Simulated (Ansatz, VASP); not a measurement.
**Two plane-wave programs on AlGa3N4**

Contents of INCAR:

```
SYSTEM = AlGa3N4
ALGO = Normal
EDIFF = 1E-7
ENCUT = 520
GGA = PS
ISIF = 2
ISMEAR = 0
LASPH = .TRUE.
LCHARG = .FALSE.
LREAL = Auto
LUSENCCL = .FALSE.
LWAVE = .FALSE.
NBANDS = 76
NELM = 80
PREC = Accurate
SIGMA = 0.05
```

KPOINTS

```
k-points
0
G
  8 5 3
  0 0 0
```

File POSCAR:

```
AlGa3N4
1.0
    0.0000000000     -3.1649847989      0.0000000000
    0.0035856878      0.0000000000     -5.4784941327
   10.2847023913      0.0000000000      0.0002430091
Al Ga N
2 6 8
Direct
    0.5000000000      0.3326423761      0.0003017113
    0.5000000000      0.3326423761      0.5003017113
    0.5000000000      0.6650804199      0.2495583513
    0.5000000000      0.6650804199      0.7495583513
    0.0000000000      0.1684429999      0.2495136924
    0.0000000000      0.1684429999      0.7495136924
    0.0000000000      0.8338194712      0.4999308907
    0.0000000000      0.8338194712      0.9999308907
    0.5000000000      0.6599025845      0.0598343767
    0.5000000000      0.6599025845      0.5598343767
    0.0000000000      0.1736239410      0.0588229896
    0.0000000000      0.1736239410      0.5588229896
    0.0000000000      0.8337837128      0.3102218196
    0.0000000000      0.8337837128      0.8102218196
    0.5000000000      0.3327034946      0.3156161733
    0.5000000000      0.3327034946      0.8156161733
```

Input for Ansatz:

```yaml
crystal:
  lattice:
    - [0.0, -3.1649847989, 0.0]
    - [0.0035856878, 0.0, -5.4784941327]
    - [10.2847023913, 0.0, 0.0002430091]
  atoms:
    - { symbol: Al, position: [0.5, 0.3326423761, 0.0003017113] }
    - { symbol: Al, position: [0.5, 0.3326423761, 0.5003017113] }
    - { symbol: Ga, position: [0.5, 0.6650804199, 0.2495583513] }
    - { symbol: Ga, position: [0.5, 0.6650804199, 0.7495583513] }
    - { symbol: Ga, position: [0.0, 0.1684429999, 0.2495136924] }
    - { symbol: Ga, position: [0.0, 0.1684429999, 0.7495136924] }
    - { symbol: Ga, position: [0.0, 0.8338194712, 0.4999308907] }
    - { symbol: Ga, position: [0.0, 0.8338194712, 0.9999308907] }
    - { symbol: "N", position: [0.5, 0.6599025845, 0.0598343767] }
    - { symbol: "N", position: [0.5, 0.6599025845, 0.5598343767] }
    - { symbol: "N", position: [0.0, 0.173623941, 0.0588229896] }
    - { symbol: "N", position: [0.0, 0.173623941, 0.5588229896] }
    - { symbol: "N", position: [0.0, 0.8337837128, 0.3102218196] }
    - { symbol: "N", position: [0.0, 0.8337837128, 0.8102218196] }
    - { symbol: "N", position: [0.5, 0.3327034946, 0.3156161733] }
    - { symbol: "N", position: [0.5, 0.3327034946, 0.8156161733] }
basis:
  ecutwfc: 420
kpoints:
  mp_grid: { grid: [8, 5, 3] }
hamiltonian:
  xc: pbesol
scf:
  occupations: { method: gaussian, width: 0.05 }
output:
  forces: true
  stress: true
  eigenvalues: true
```

Alike in both runs: task single point; functional PBEsol; k mesh 8 × 5 × 3; occupations gaussian, width 0.05 eV; no spin polarisation.

|  | VASP | Ansatz |
| --- | --- | --- |
| version | VASP 6.6.1 | Ansatz 0.2.0 |
| potentials or method | VASP PAW PBE potentials, release 64 (Al, Ga_d, N), cutoff 520 eV | scalar-relativistic, plane waves, PAW |
| valence electrons in the cell | 124 | 124 |

Ansatz gave:

```
gap on the k mesh at the Fermi level (eV) : 2.36
least direct gap on the mesh (eV)         : 2.36
pressure (GPa)                            : 0.0
rms of the force components (eV/Å)        : 0.002
```

Estimate VASP's values.

gap on the k mesh at the Fermi level (eV): 2.38; least direct gap on the mesh (eV): 2.38; pressure (GPa): -0.2; rms of the force components (eV/Å): 0.005.

VASP's potentials were made for PBE, not for PBEsol. Atom by atom the forces differ by 0.004 eV/Å (rms over components).
